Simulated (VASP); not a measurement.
Write the native input for VASP 6.6.1 that does the following.

| Item | Value |
| --- | --- |
| Task | relaxation of cell and atoms |
| Functional | PBE |
| Potentials or basis | VASP PAW PBE potentials, release 64 (Ta_pv, Si) |
| Cutoff | 600 eV |
| k mesh | 13 × 13 × 13 |
| Occupations | fermi-dirac, width 0.1 eV |
| Spin | no spin polarisation |
| Dipole correction | no |
| Further INCAR settings | ALGO = Normal; EDIFF = 1e-06; IBRION = 2; EDIFFG = -0.005; NSW = 60; ISIF = 3 |

The structure of TaSi (rocksalt type) lies in POSCAR:

```
TaSi
1.0
    0.0000000000      2.5705160848      2.5705160848
    2.5705160848      0.0000000000      2.5705160848
    2.5705160848      2.5705160848      0.0000000000
Ta Si
1 1
Direct
    0.0000000000      0.0000000000      0.0000000000
    0.5000000000      0.5000000000      0.5000000000
```

The input as run:

INCAR

```
PREC = Accurate
ENCUT = 600
EDIFF = 1E-6
ISMEAR = -1
SIGMA = 0.1
LREAL = F
LASPH = T
NELM = 80
ALGO = Normal
ISIF = 3
LWAVE = F
LCHARG = F
GGA = PE
IBRION = 2
NSW = 60
EDIFFG = -0.005
```

KPOINTS

```
Automatic mesh
0
Gamma
  13 13 13
```

Potentials or basis: VASP PAW PBE potentials, release 64 (Ta_pv, Si).

Launch:

```sh
$ cat potpaw_PBE.64/Ta_pv/POTCAR potpaw_PBE.64/Si/POTCAR > POTCAR
$ mpirun -np 1 vasp_std > vasp.out
```

Results of the run:

- Relaxed volume: 17.09 Å³/atom
- Relaxed cell: a = 3.643 Å, b = 3.643 Å, c = 3.643 Å, α = 60.00°, β = 60.00°, γ = 60.00°
- Space group after relaxing (to 0.1 Å): Fm-3m (No. 225)
- Energy gained by relaxing: 0.3 meV/atom
- Ionic steps: 3
- Pressure after relaxing: 0.0 GPa
- Band gap on the k mesh: zero (an odd number of electrons rules out a gap without spin polarisation)

Caveat: spin-orbit coupling is left out, which moves the levels of the heavy elements.

Run time: 58 s on 1 thread of Intel(R) Xeon(R) Platinum 8375C CPU @ 2.90GHz (Ice Lake) (shared host), peak memory 0.2 GiB.
